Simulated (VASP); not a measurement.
# SnO in VASP: relaxation of cell and atoms with PBE+D3(BJ)

Aim: the relaxation of cell and atoms of SnO with PBE+D3(BJ).

All numbers are computed with VASP 6.6.1; they aren't measurements. Logs are shortened: lines on timing, memory, paths and dates and some standing lists are left out, and cuts for length are marked.

### Step 1. The cell of the first run

The typed cell holds 8 atoms: a = 3.831 Å, b = 3.831 Å, c = 9.509 Å, α = 90.00°, β = 90.00°, γ = 90.01°.

### Step 2. Relaxation of cell and atoms, PBE+D3(BJ)

INCAR

```
SYSTEM = SnO
PREC = Accurate
ENCUT = 600
EDIFF = 1E-7
ISMEAR = 0
SIGMA = 0.1
LREAL = .False.
LASPH = .True.
NELM = 80
ALGO = Fast
ISIF = 3
LWAVE = .False.
LCHARG = .False.
GGA = PE
IVDW = 12
IBRION = 2
NSW = 100
EDIFFG = -0.005
KPAR = 4
```

KPOINTS

```
regular mesh
0
Gamma
  10 10 4
  0 0 0
```

POSCAR

```
SnO
1.0
    2.7089383361     -2.7094791371      0.0000000000
    2.7089383361      2.7094791371      0.0000000000
    0.0000000000      0.0000000000      9.5093373003
Sn O
4 4
Direct
   -0.0000151320      0.0000151320      0.0006772498
    0.0000151320     -0.0000151320      0.5006772498
    0.5000222364      0.4999777636      0.2563304307
    0.4999777636      0.5000222364      0.7563304307
    1.0000806531      0.4998861385      0.3784961597
   -0.0000806531      0.5001138615      0.8784961597
    0.5001138615     -0.0000806531      0.3784961597
    0.4998861385      1.0000806531      0.8784961597
```

Potentials or basis: VASP PAW PBE potentials, release 64 (Sn_d, O).

Started as:

```
cat potpaw_PBE.64/Sn_d/POTCAR potpaw_PBE.64/O/POTCAR > POTCAR
mpirun -np 4 vasp_std > vasp.out
```

OUTCAR:

```text
SYSTEM = SnO
   PREC = Accurate
   ENCUT = 600
   EDIFF = 1E-7
   ISMEAR = 0
   LREAL = .False.
   LASPH = .True.
   NELM = 80
   ISIF = 3
   GGA = PE
   IVDW = 12
   IBRION = 2
   NSW = 100
   EDIFFG = -0.005
 IVDW          = 12

 ion  position               nearest neighbor table
   1  1.000  0.000  0.001-   6 2.24   8 2.24   6 2.24   8 2.24   4 3.57   4 3.57   4 3.57   4 3.57
                             3 3.64   3 3.64   3 3.64   3 3.64
   2  0.000  1.000  0.501-   5 2.24   7 2.24   7 2.24   5 2.24   3 3.57   3 3.57   3 3.57   3 3.57
                             4 3.64   4 3.64   4 3.64   4 3.64
   3  0.500  0.500  0.256-   5 2.24   7 2.24   5 2.24   7 2.24   2 3.57   2 3.57   2 3.57   2 3.57
                             1 3.64   1 3.64   1 3.64   1 3.64
   4  0.500  0.500  0.756-   6 2.24   8 2.24   8 2.24   6 2.24   1 3.57   1 3.57   1 3.57   1 3.57
                             2 3.64   2 3.64   2 3.64   2 3.64
   5  0.000  0.500  0.378-   2 2.24   3 2.24   3 2.24   2 2.24
   6  1.000  0.500  0.878-   1 2.24   4 2.24   4 2.24   1 2.24
   7  0.500  1.000  0.378-   2 2.24   3 2.24   3 2.24   2 2.24
   8  0.500  0.000  0.878-   1 2.24   4 2.24   4 2.24   1 2.24

  LATTYP: Found a base centered orthorhombic cell.
 ALAT       =     5.4178766722
 B/A-ratio  =     1.0001996358
 C/A-ratio  =     1.7551778816

  Lattice vectors:

 A1 = (   2.7089383361,  -2.7094791371,   0.0000000000)
 A2 = (   2.7089383361,   2.7094791371,   0.0000000000)
 A3 = (   0.0000000000,   0.0000000000,   9.5093373003)

Analysis of symmetry for initial positions (statically):
=====================================================================
 Subroutine PRICEL returns:
 Original cell was already a primitive cell.

 Routine SETGRP: Setting up the symmetry group for a
 base centered orthorhombic supercell.

 Subroutine GETGRP returns: Found  4 space group operations
 (whereof  2 operations were pure point group operations)
 out of a pool of  8 trial point group operations.

The static configuration has the point symmetry C_1h.
 The point group associated with its full space group is C_2v.

Analysis of symmetry for dynamics (positions and initial velocities):
=====================================================================
 Subroutine PRICEL returns:
 Original cell was already a primitive cell.

 Routine SETGRP: Setting up the symmetry group for a
 base centered orthorhombic supercell.

 Subroutine GETGRP returns: Found  4 space group operations
 (whereof  2 operations were pure point group operations)
 out of a pool of  8 trial point group operations.

The dynamic configuration has the point symmetry C_1h.
 The point group associated with its full space group is C_2v.

 Subroutine INISYM returns: Found  4 space group operations
 (whereof  2 operations are pure point group operations),
 and found     1 'primitive' translations

----------------------------------------------------------------------------------------

                                     Primitive cell

  volume of cell :     139.5935

  direct lattice vectors                    reciprocal lattice vectors
     2.708938336 -2.709479137  0.000000000     0.184574153 -0.184537313  0.000000000
     2.708938336  2.709479137  0.000000000     0.184574153  0.184537313  0.000000000
     0.000000000  0.000000000  9.509337300     0.000000000  0.000000000  0.105159799

  length of vectors
     3.831399758  3.831399758  9.509337300     0.261001222  0.261001222  0.105159799

  position of ions in fractional coordinates (direct lattice)
     0.999984868  0.000015132  0.000677250
     0.000015132  0.999984868  0.500677250
     0.500022236  0.499977764  0.256330431
     0.499977764  0.500022236  0.756330431
     0.000080653  0.499886139  0.378496160
     0.999919347  0.500113861  0.878496160
     0.500113861  0.999919347  0.378496160
     0.499886139  0.000080653  0.878496160

  ion indices of the primitive-cell ions
   primitive index   ion index
                 1           1
                 2           2
                 3           3
                 4           4
                 5           5
                 6           6
                 7           7
                 8           8

----------------------------------------------------------------------------------------

 KPOINTS: regular mesh

Automatic generation of k-mesh.
 Grid dimensions read from file:
 generate k-points for:   10   10    4

 Generating k-lattice:

  Cartesian coordinates                     Fractional coordinates (reciprocal lattice)
     0.018457415 -0.018453731  0.000000000     0.100000000 -0.000000000  0.000000000
     0.018457415  0.018453731  0.000000000    -0.000000000  0.100000000  0.000000000
     0.000000000  0.000000000  0.026289950     0.000000000  0.000000000  0.250000000

  Length of vectors
     0.026100122  0.026100122  0.026289950

  Shift w.r.t. Gamma in fractional coordinates (k-lattice)
     0.000000000  0.000000000  0.000000000

 Subroutine IBZKPT returns following result:
 ===========================================

 Found     93 irreducible k-points:

 Following reciprocal coordinates:
            Coordinates               Weight
  0.000000  0.000000  0.000000      1.000000
  0.100000 -0.000000  0.000000      4.000000
  0.200000 -0.000000  0.000000      4.000000
  0.300000  0.000000  0.000000      4.000000
  0.400000 -0.000000  0.000000      4.000000
  0.500000  0.000000  0.000000      2.000000
[... 16 lines left out ...]
  0.300000  0.300000  0.000000      2.000000
  0.400000  0.300000  0.000000      4.000000
 [... further k-points ...]
   k-points           NKPTS =     93   k-points in BZ     NKDIM =     93   number of bands    NBANDS=     48
   number of dos      NEDOS =    301   number of ions     NIONS =      8
   total plane-waves  NPLWV =  81920
   dimension x,y,z NGX =    32 NGY =   32 NGZ =   80
   dimension x,y,z NGXF=    64 NGYF=   64 NGZF=  160
   ions per type =               4   4
   NGX,Y,Z   is equivalent  to a cutoff of  13.88, 13.88, 13.99 a.u.
   NGXF,Y,Z  is equivalent  to a cutoff of  27.77, 27.77, 27.97 a.u.
 SYSTEM =  SnO
   PREC   = accura    normal or accurate (medium, high low for compatibility)
   ISTART =      0    job   : 0-new  1-cont  2-samecut
   ICHARG =      2    charge: 1-file 2-atom 10-const
   ISPIN  =      1    spin polarized calculation?
   LNONCOLLINEAR =      F non collinear calculations
   LSORBIT =      F    spin-orbit coupling
   LASPH  =      T    aspherical Exc in radial PAW
   ENCUT  =  600.0 eV  44.10 Ry    6.64 a.u.   7.65  7.65 18.99*2*pi/ulx,y,z
   NELM   =     80;   NELMIN=  2; NELMDL= -5     # of ELM steps
   EDIFF  = 0.1E-06   stopping-criterion for ELM
   LREAL  =      F    real-space projection
   EDIFFG = -.5E-02   stopping-criterion for IOM
   NSW    =    100    number of steps for IOM
   IBRION =      2    ionic relax: 0-MD 1-quasi-New 2-CG
   NFREE  =      1    steps in history (QN), initial steepest desc. (CG)
   ISIF   =      3    stress and relaxation
   ISYM   =      2    0-nonsym 1-usesym 2-fastsym
   POTIM  = 0.5000    time-step for ionic-motion
   TEBEG  =    0.0;   TEEND  =   0.0 temperature during run
   PSTRESS=    0.0 pullay stress
   NELECT =      80.0000    total number of electrons
   NUPDOWN=      -1.0000    fix difference up-down
   EMIN   =  10.00;   EMAX   =-10.00  energy-range for DOS
   EFERMI =   0.00;   METHOD = LEGACY
   ISMEAR =     0;   SIGMA  =   0.10  broadening in eV -4-tet -1-fermi 0-gaus
   EFERMI_NEDOS =   21; number of points for ismear=-14 and -15
   IALGO  =     68    algorithm
   IMIX   =      4    mixing-type and parameters
     AMIX     =   0.40;   BMIX     =  1.00
     AMIX_MAG =   1.60;   BMIX_MAG =  1.00
  volume/ion in A,a.u.               =      17.45       117.75
  Fermi-wavevector in a.u.,A,eV,Ry     =   1.359825  2.569697 25.158869  1.849125
  Thomas-Fermi vector in A             =   2.486540
   LORBIT       =      0    0 simple, 1 ext, 2 COOP (PROOUT), +10 PAW based schemes
   GGA     = PE    functional components
   LHFCALC =     F    Hartree Fock is set to
   AEXX    =    0.0000 exact exchange contribution
   IVDW    =    12    specifies the selected vdW correction
   LEPSILON=     F    determine dielectric tensor
   LRPA    =     F    only Hartree local field effects (RPA)
 conjugate gradient relaxation of ions
 non-spin polarized calculation
 RMM-DIIS sequential band-by-band and
 Gauss-broadening in eV      SIGMA  =   0.10
  energy-cutoff  :      600.00
  volume of cell :      139.59
 maximum number of plane-waves:      4690
   NGX = 15   NGY = 15   NGZ = 37

--------------------------------------- Ionic step        1  -------------------------------------------

 number of electron      80.0000017 magnetization

 Free energy of the ion-electron system (eV)
  ---------------------------------------------------
  ext. energy  EPLUGINS =         0.00000000
  ---------------------------------------------------
  free energy    TOTEN  =       -45.38032908 eV

  energy without entropy =      -45.37914648  energy(sigma->0) =      -45.37973778

------------------------ aborting loop because EDIFF is reached ----------------------------------------

 Edisp (eV)   -1.88626

 E8    (eV) :    -0.8184
[... 123 lines left out ...]
  FREE ENERGIE OF THE ION-ELECTRON SYSTEM (eV)
  ---------------------------------------------------
  free  energy   TOTEN  =       -47.2669442222 eV

  energy  without entropy=      -47.2657661605  energy(sigma->0) =      -47.26635519

[... ionic steps 4 to 8 ...]

--------------------------------------- Ionic step        9  -------------------------------------------

 number of electron      80.0000013 magnetization

------------------------ aborting loop because EDIFF is reached ----------------------------------------
[... 87 lines left out ...]
--------------------------------------- Ionic step       11  -------------------------------------------

 number of electron      80.0000013 magnetization

 Free energy of the ion-electron system (eV)
  ---------------------------------------------------
  ext. energy  EPLUGINS =         0.00000000
  ---------------------------------------------------
  free energy    TOTEN  =       -45.38032360 eV

  energy without entropy =      -45.37912890  energy(sigma->0) =      -45.37972625

 E-fermi :   7.1928     XC(G=0): -10.3035

 val. band max:        7.1358109159   @ k =   0.1000  -0.0000   0.0000
 cond. band min:       7.3479746593   @ k =   0.5000   0.5000   0.2500
 fundamental gap:      0.2121637434
 Fermi energy:         7.1928411417

 k-point     1 :       0.0000    0.0000    0.0000
  band No.  band energies     occupation
      1     -14.7890      2.00000
      2     -14.7667      2.00000
      3     -14.4145      2.00000
      4     -14.4024      2.00000
      5     -14.4023      2.00000
      6     -14.3923      2.00000
[... 1213 lines left out ...]
     47      11.7415      0.00000
     48      12.1116      0.00000

 [... further k-points ...]

------------------------ aborting loop because EDIFF is reached ----------------------------------------

 Edisp (eV)   -1.88682

 E8    (eV) :    -0.8187
[... 31 lines left out ...]
  FREE ENERGIE OF THE ION-ELECTRON SYSTEM (eV)
  ---------------------------------------------------
  free  energy   TOTEN  =       -47.2671393343 eV

  energy  without entropy=      -47.2659446331  energy(sigma->0) =      -47.26654198

 reached required accuracy - stopping structural energy minimisation
```

Wall time 52 min (4 MPI ranks of Oxide Virtual Turin-like, shared host); peak memory 0.68 GiB.

What came out:

```
Free energy                           : -47.2671 eV
Relaxed volume                        : 17.45 Å³/atom
Relaxed cell                          : a = 3.836 Å, b = 3.836 Å, c = 9.483 Å, α = 90.00°, β = 90.00°, γ = 90.01°
Space group after relaxing (to 0.1 Å) : P4/nmm (No. 129)
Energy gained by relaxing             : 0.1 meV/atom
Ionic steps                           : 11
Pressure after relaxing               : 0.0 GPa
Band gap on the k mesh                : zero (bands 40 and 41 overlap by 0.04 eV)
Dispersion energy per atom            : -0.236 eV
```

Step by step:
```csv
step,energy change (eV),largest force (eV/Å),pressure (GPa),volume (Å³)
1,0.0000,0.0465,0.24,139.59
2,-0.0001,0.0414,-0.26,140.13
3,-0.0004,0.0016,-0.02,139.88
4,-0.0004,0.0028,-0.04,139.89
5,-0.0004,0.0021,-0.04,139.86
6,-0.0005,0.0106,-0.04,139.81
7,-0.0005,0.0123,0.01,139.67
8,-0.0005,0.0138,0.07,139.50
9,-0.0005,0.0129,0.03,139.58
10,-0.0005,0.0067,-0.03,139.56
11,-0.0006,0.0014,0.00,139.57
```

Final structure:
```xyz
8
Lattice="2.7126 -2.7129 0.0000 2.7126 2.7129 0.0000 0.0000 0.0000 9.4826" Properties=species:S:1:pos:R:3 pbc="T T T"
Sn    2.7126   -2.7126    0.0100
Sn    2.7126    2.7126    4.7512
Sn    2.7126   -0.0003    2.4271
Sn    2.7126    0.0003    7.1683
O     1.3563    1.3563    3.5891
O     4.0689   -1.3563    8.3304
O     4.0689    1.3563    3.5891
O     1.3563   -1.3563    8.3304
```

Caveat: semilocal functionals underestimate gaps, and a narrow one can read as zero; spin-orbit coupling is left out, which moves the levels of the heavy elements.

The gap in the log of VASP goes by the Fermi energy; the results here count the filled bands.